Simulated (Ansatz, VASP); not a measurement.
# FeCu in VASP and in Ansatz

File POSCAR:

```
FeCu
1.0
    1.4382720000     -1.9879340000      0.0000000000
    1.4382720000      1.9879340000      0.0000000000
    0.0000000000      0.0000000000      4.1381350000
Fe Cu
1 1
Direct
    0.0000000000      0.0000000000      0.0000000000
    0.5000000000      0.5000000000      0.5000000000
```

File INCAR.step1:

```
PREC     = Accurate       # precision mode
ENCUT    = 520            # plane-wave cutoff, eV
ISMEAR   = 0              # smearing method
SIGMA    = 0.1            # smearing width, eV
LREAL    = False          # projectors in reciprocal space
LASPH    = True           # aspherical terms in the spheres
NELM     = 80             # most SCF steps
NBANDS   = 16             # bands
GGA      = PE             # functional
ALGO     = Normal         # electronic algorithm
EDIFF    = 1E-4           # SCF threshold, eV
LWAVE    = True           # write WAVECAR
LCHARG   = False          # write CHGCAR
```

File INCAR.step2:

```
PREC     = Accurate       # precision mode
ENCUT    = 520            # plane-wave cutoff, eV
EDIFF    = 1E-6           # SCF threshold, eV
ISMEAR   = 0              # smearing method
SIGMA    = 0.1            # smearing width, eV
LREAL    = False          # projectors in reciprocal space
LASPH    = True           # aspherical terms in the spheres
NELM     = 80             # most SCF steps
ALGO     = Normal         # electronic algorithm
ISIF     = 2              # what is computed and relaxed
LWAVE    = False          # write WAVECAR
LCHARG   = False          # write CHGCAR
METAGGA  = R2SCAN         # meta-GGA
LMIXTAU  = True         
NBANDS   = 16             # bands
ISTART   = 1
```

File KPOINTS:

```
Automatic mesh
0
Gamma
  18 18 10
```

Input for Ansatz:

```yaml
crystal:
  lattice:
    - [1.438272, -1.987934, 0.0]
    - [1.438272, 1.987934, 0.0]
    - [0.0, 0.0, 4.138135]
  atoms:
    - { symbol: Fe, position: [0.0, 0.0, 0.0] }
    - { symbol: Cu, position: [0.5, 0.5, 0.5] }
basis:
  ecutwfc: 500
kpoints:
  mp_grid: { grid: [18, 18, 10] }
hamiltonian:
  xc: r2scan
scf:
  occupations: { method: gaussian, width: 0.1 }
  lower_state_search: "off"
output:
  forces: true
  stress: true
  eigenvalues: true
```

Alike in both runs: task single point; functional r2SCAN; k mesh 18 × 18 × 10; occupations gaussian, width 0.1 eV; no spin polarisation.

```csv
,VASP,Ansatz
version,VASP 6.6.1,Ansatz 0.2.0
potentials or method,"VASP PAW PBE potentials, release 64 (Fe, Cu), cutoff 520 eV","scalar-relativistic, plane waves, PAW"
valence electrons in the cell,19,35
```

|  | VASP | Ansatz | Ansatz less VASP |
| --- | --- | --- | --- |
| gap on the k mesh at the Fermi level (eV) | none | none | - |
| pressure (GPa) | -15.8 | -16.4 | -0.57 |
| traceless stress, the component that is largest in VASP (GPa) | 6.48 | 6.37 | -0.110 |

VASP's potentials were made for PBE, not for r2SCAN. A gap of «none» marks a metal or a gap that the smearing closes. The functional is the same, so the differences come from potentials, cutoffs and numerics. VASP's potentials hold 19 valence electrons a cell and Ansatz's 35, so a difference there can come from the potentials and not from the codes.
